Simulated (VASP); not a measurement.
# Li2Se (Fm-3m) in VASP: notebook

Aim: see how the results for Li2Se move with the level of theory and the settings. Levels: PBEsol, r2SCAN. Tasks: single point.

All numbers are computed with VASP 6.6.1; they aren't measurements. Logs are shortened: lines on timing, memory, paths and dates and some standing lists are left out, and cuts for length are marked.

## (1) The cell of the first run

Symmetry: Fm-3m, No. 225, cubic system. Conventional cell: a = 5.987 Å, b = 5.987 Å, c = 5.987 Å, α = 90.00°, β = 90.00°, γ = 90.00°. Se (site symmetry m-3m) has 8 Li at 2.59 Å within 3.4 Å. Li (site symmetry -43m) has 4 Se at 2.59 Å and 6 Li at 2.99 Å within 3.4 Å.

## (2) Single point, PBEsol

INCAR reads:

```
SYSTEM = Li2Se
PREC = Accurate ; ENCUT = 750
EDIFF = 1E-6 ; ISMEAR = 0
SIGMA = 0.01 ; LREAL = .FALSE.
LASPH = .TRUE. ; NELM = 120
ALGO = Normal ; ISIF = 2
LWAVE = .FALSE. ; LCHARG = .TRUE.
GGA = PS ; LELF = .TRUE.
LVHAR = .TRUE. ; NBANDS = 13
GGA_COMPAT = .FALSE.
```

KPOINTS reads:

```
Automatic mesh
0
G
  4 4 4
  0 0 0
```

POSCAR reads:

```
Li2Se
1.0
    0.0000000000      2.9935210614      2.9935210614
    2.9935210614      0.0000000000      2.9935210614
    2.9935210614      2.9935210614      0.0000000000
Se Li
1 2
Direct
    0.0000000000      0.0000000000      0.0000000000
    0.2500000000      0.2500000000      0.2500000000
    0.7500000000      0.7500000000      0.7500000000
```

Potentials or basis: VASP PAW PBE potentials, release 64 (Se, Li_sv).

Run with:

```sh
$ cat potpaw_PBE.64/Se/POTCAR potpaw_PBE.64/Li_sv/POTCAR > POTCAR
$ mpirun -np 1 vasp_std > vasp.out
```

OUTCAR:

```text
SYSTEM = Li2Se
   PREC = Accurate
   ENCUT = 750
   EDIFF = 1E-6
   ISMEAR = 0
   LREAL = .FALSE.
   LASPH = .TRUE.
   NELM = 120
   ISIF = 2
   GGA = PS

 ion  position               nearest neighbor table
   1  0.000  0.000  0.000-   2 2.59   3 2.59   3 2.59   3 2.59   3 2.59   2 2.59   2 2.59   2 2.59

   2  0.250  0.250  0.250-   1 2.59   1 2.59   1 2.59   1 2.59
   3  0.750  0.750  0.750-   1 2.59   1 2.59   1 2.59   1 2.59

  LATTYP: Found a face centered cubic cell.
 ALAT       =     5.9870421228

  Lattice vectors:

 A1 = (   0.0000000000,   2.9935210614,   2.9935210614)
 A2 = (   2.9935210614,   0.0000000000,   2.9935210614)
 A3 = (   2.9935210614,   2.9935210614,   0.0000000000)

Analysis of symmetry for initial positions (statically):
=====================================================================
 Subroutine PRICEL returns:
 Original cell was already a primitive cell.

 Routine SETGRP: Setting up the symmetry group for a
 face centered cubic supercell.

 Subroutine GETGRP returns: Found 48 space group operations
 (whereof 48 operations were pure point group operations)
 out of a pool of 48 trial point group operations.

The static configuration has the point symmetry O_h .

Analysis of symmetry for dynamics (positions and initial velocities):
=====================================================================
 Subroutine PRICEL returns:
 Original cell was already a primitive cell.

 Routine SETGRP: Setting up the symmetry group for a
 face centered cubic supercell.

 Subroutine GETGRP returns: Found 48 space group operations
 (whereof 48 operations were pure point group operations)
 out of a pool of 48 trial point group operations.

The dynamic configuration has the point symmetry O_h .

 Subroutine INISYM returns: Found 48 space group operations
 (whereof 48 operations are pure point group operations),
 and found     1 'primitive' translations

----------------------------------------------------------------------------------------

                                     Primitive cell

  volume of cell :      53.6509

  direct lattice vectors                    reciprocal lattice vectors
     0.000000000  2.993521061  2.993521061    -0.167027387  0.167027387  0.167027387
     2.993521061  0.000000000  2.993521061     0.167027387 -0.167027387  0.167027387
     2.993521061  2.993521061  0.000000000     0.167027387  0.167027387 -0.167027387

  length of vectors
     4.233478084  4.233478084  4.233478084     0.289299920  0.289299920  0.289299920

  position of ions in fractional coordinates (direct lattice)
     0.000000000  0.000000000  0.000000000
[... 77 lines left out ...]
   EFERMI =   0.00;   METHOD = LEGACY
   ISMEAR =     0;   SIGMA  =   0.01  broadening in eV -4-tet -1-fermi 0-gaus
   EFERMI_NEDOS =   21; number of points for ismear=-14 and -15
   IALGO  =     38    algorithm
   IMIX   =      4    mixing-type and parameters
     AMIX     =   0.40;   BMIX     =  1.00
     AMIX_MAG =   1.60;   BMIX_MAG =  1.00
  volume/ion in A,a.u.               =      17.88       120.68
  Fermi-wavevector in a.u.,A,eV,Ry     =   0.993748  1.877911 13.436230  0.987535
  Thomas-Fermi vector in A             =   2.125651
   LORBIT       =      0    0 simple, 1 ext, 2 COOP (PROOUT), +10 PAW based schemes
   GGA     = PS    functional components
   LHFCALC =     F    Hartree Fock is set to
   AEXX    =    0.0000 exact exchange contribution
   IVDW    =     0    specifies the selected vdW correction
   LEPSILON=     F    determine dielectric tensor
   LRPA    =     F    only Hartree local field effects (RPA)
 non-spin polarized calculation
 Gauss-broadening in eV      SIGMA  =   0.01
  energy-cutoff  :      750.00
  volume of cell :       53.65
 maximum number of plane-waves:      2525
 NGX is ok and might be reduce to    40
   NGX = 19   NGY = 19   NGZ = 19

 number of electron      12.0000003 magnetization

 Free energy of the ion-electron system (eV)
  ---------------------------------------------------
  ext. energy  EPLUGINS =         0.00000000
  ---------------------------------------------------
  free energy    TOTEN  =       -11.54534610 eV

  energy without entropy =      -11.54534610  energy(sigma->0) =      -11.54534610

 E-fermi :   1.0743     XC(G=0):  -8.4101

 val. band max:        0.9782117067   @ k =   0.0000   0.0000   0.0000
 cond. band min:       3.7993630221   @ k =   0.5000   0.5000   0.0000
 fundamental gap:      2.8211513154
 Fermi energy:         1.0742560027

 k-point     1 :       0.0000    0.0000    0.0000
  band No.  band energies     occupation
      1     -43.0398      2.00000
      2     -43.0133      2.00000
      3     -10.4532      2.00000
      4       0.9782      2.00000
      5       0.9782      2.00000
      6       0.9782      2.00000
      7       4.2494      0.00000
      8       6.5423      0.00000
      9       6.5423      0.00000
     10       6.5423      0.00000
     11      11.5382      0.00000
     12      11.5382      0.00000
     13      11.8131      0.00000
[... 98 lines left out ...]
  band No.  band energies     occupation
      1     -43.0259      2.00000
      2     -43.0259      2.00000
      3      -9.9598      2.00000
      4      -0.9617      2.00000
      5      -0.9617      2.00000
      6      -0.8316      2.00000
      7       6.0119      0.00000
      8       7.2829      0.00000
      9       8.9970      0.00000
     10       8.9970      0.00000
     11      12.0157      0.00000
     12      12.0157      0.00000
     13      13.0167      0.00000

------------------------ aborting loop because EDIFF is reached ----------------------------------------

  FORCE on cell =-STRESS in cart. coord.  units (eV):
  Direction    XX          YY          ZZ          XY          YZ          ZX
  --------------------------------------------------------------------------------------
  -------------------------------------------------------------------------------------
  Total       -0.2156575     -0.2156575     -0.2156575      0.0000000     -0.0000000      0.0000000
  in kB       -6.4401843     -6.4401843     -6.4401843      0.0000000     -0.0000000      0.0000000
  external PRESSURE =      -6.4401843 kB  Pullay stress =       0.0000000 kB

 VOLUME and BASIS-vectors are now :
 -----------------------------------------------------------------------------
  energy-cutoff  :      750.00
  volume of cell :       53.65
      direct lattice vectors                 reciprocal lattice vectors
     0.000000000  2.993521061  2.993521061    -0.167027387  0.167027387  0.167027387
     2.993521061  0.000000000  2.993521061     0.167027387 -0.167027387  0.167027387
     2.993521061  2.993521061  0.000000000     0.167027387  0.167027387 -0.167027387

 POSITION                                       TOTAL-FORCE (eV/Angst)
 -----------------------------------------------------------------------------------
      0.00000      0.00000      0.00000        -0.000000      0.000000      0.000000
      1.49676      1.49676      1.49676        -0.000000     -0.000000      0.000000
      4.49028      4.49028      4.49028         0.000000     -0.000000     -0.000000
 -----------------------------------------------------------------------------------
    total drift:                                0.000000     -0.000000      0.000000

  FREE ENERGIE OF THE ION-ELECTRON SYSTEM (eV)
  ---------------------------------------------------
  free  energy   TOTEN  =       -11.5453460955 eV

  energy  without entropy=      -11.5453460955  energy(sigma->0) =      -11.54534610
```

OSZICAR:

```text
N       E                     dE             d eps       ncg     rms          rms(c)
DAV:   1     0.480149421285E+02    0.48015E+02   -0.66387E+03   208   0.117E+03
DAV:   2    -0.430220217721E+01   -0.52317E+02   -0.50052E+02   243   0.212E+02
DAV:   3    -0.116149065344E+02   -0.73127E+01   -0.72628E+01   380   0.466E+01
DAV:   4    -0.117547426001E+02   -0.13984E+00   -0.13982E+00   282   0.915E+00
DAV:   5    -0.117573785868E+02   -0.26360E-02   -0.26359E-02   301   0.108E+00    0.278E+00
DAV:   6    -0.115680532630E+02    0.18933E+00   -0.23487E-01   236   0.190E+00    0.166E+00
DAV:   7    -0.115422586079E+02    0.25795E-01   -0.11270E-01   283   0.143E+00    0.698E-01
DAV:   8    -0.115453718236E+02   -0.31132E-02   -0.13257E-02   272   0.685E-01    0.240E-01
DAV:   9    -0.115451831490E+02    0.18867E-03   -0.64952E-04   305   0.139E-01    0.119E-01
DAV:  10    -0.115453454236E+02   -0.16227E-03   -0.25925E-04   248   0.865E-02    0.469E-02
DAV:  11    -0.115453443594E+02    0.10641E-05   -0.20376E-05   302   0.282E-02    0.107E-02
DAV:  12    -0.115453462962E+02   -0.19368E-05   -0.27979E-06   268   0.106E-02    0.381E-03
DAV:  13    -0.115453460955E+02    0.20075E-06   -0.12408E-07   177   0.285E-03
   1 F= -.11545346E+02 E0= -.11545346E+02  d E =-.229530E-43
```

Wall time 17 s (1 thread of Intel Xeon 8259CL, shared host); peak memory 0.23 GiB.

What came out:

```yaml
Free_energy: -11.5453 eV
Pressure: -0.6 GPa
Band_gap_on_the_k_mesh: 2.82 eV (least direct gap 3.27 eV)
```

Caveat: the k points lie up to 0.45 Å⁻¹ apart; the structure was generated, so it needn't be the stable form of Li2Se; the PAW data sets were made with another functional, which shifts forces and pressure a little. A k mesh can miss the band edges.

## (3) Single point, r2SCAN

POSCAR is that of step 2.

INCAR.step1 reads:

```
PREC = Accurate
ENCUT = 830
ISMEAR = 0
SIGMA = 0.01
LREAL = False
LASPH = True
NELM = 120
NBANDS = 13
GGA = PE
ALGO = Normal
EDIFF = 1E-5
LWAVE = True
LCHARG = False
GGA_COMPAT = False
```

INCAR.step2 reads:

```
PREC = Accurate
ENCUT = 830
EDIFF = 1E-6
ISMEAR = 0
SIGMA = 0.01
LREAL = False
LASPH = True
NELM = 120
ALGO = Normal
ISIF = 2
LWAVE = False
LCHARG = False
METAGGA = R2SCAN
LMIXTAU = True
NBANDS = 13
ISTART = 1
GGA_COMPAT = False
```

KPOINTS reads:

```
regular mesh
0
Gamma
  4 4 4
```

Potentials or basis: VASP PAW PBE potentials, release 64 (Se, Li_sv).

Run with:

```sh
$ cat potpaw_PBE.64/Se/POTCAR potpaw_PBE.64/Li_sv/POTCAR > POTCAR
$ cp INCAR.step1 INCAR
$ mpirun -np 1 vasp_std > vasp.out
$ cp INCAR.step2 INCAR
$ mpirun -np 1 vasp_std > vasp.out
```

It took 62 s on 1 thread of Intel Xeon 8259CL, shared host; peak memory 0.25 GiB.

The run converged. Its results:

* Free energy: -23.4302 eV
* Pressure: -0.1 GPa
* Band gap on the k mesh: 3.45 eV (least direct gap 4.17 eV)

Levels at points of the mesh, in eV from the valence-band top:
```csv
k point,band 3,band 4,band 5,band 6,band 7,band 8,band 9,band 10
"(0.00, 0.00, 0.00)",-11.79,0.00,0.00,0.00,4.17,6.31,6.31,6.31
"(0.50, 0.00, 0.00)",-11.41,-2.92,-0.53,-0.53,5.98,6.59,6.59,8.64
"(0.50, 0.50, 0.00)",-11.29,-2.27,-1.45,-1.45,3.45,6.99,11.37,11.37
```

Caveat: the k points lie up to 0.45 Å⁻¹ apart; the structure was generated, so it needn't be the stable form of Li2Se; the PAW data sets were made with another functional, which shifts forces and pressure a little. A k mesh can miss the band edges.
